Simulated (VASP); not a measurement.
Here is a VASP 6.6.1 calculation.

File INCAR:

```
ALGO = Normal
EDIFF = 1E-7
ENCUT = 520
GGA = PE
ISIF = 2
ISMEAR = 0
IVDW = 12
LASPH = T
LCHARG = F
LREAL = F
LWAVE = F
NBANDS = 11
NELM = 100
PREC = Accurate
SIGMA = 0.02
```

KPOINTS

```
k-points
0
Gamma
  8 8 8
```

Contents of POSCAR:

```
MgS
1.0
    0.0000000000      2.5773884726      2.5773884726
    2.5773884726      0.0000000000      2.5773884726
    2.5773884726      2.5773884726      0.0000000000
Mg S
1 1
Direct
    0.0000000000      0.0000000000      0.0000000000
    0.5000000000      0.5000000000      0.5000000000
```

Potentials or basis: VASP PAW PBE potentials, release 64 (Mg, S).

Command:

```bash
$ cat potpaw_PBE.64/Mg/POTCAR potpaw_PBE.64/S/POTCAR > POTCAR
$ mpirun -np 1 vasp_std > vasp.out
```

Estimate the band gap on the k mesh.

2.84 eV, indirect (least direct gap 3.94 eV).

Predict the pressure.

-0.3 GPa.

A k mesh can miss the band edges.
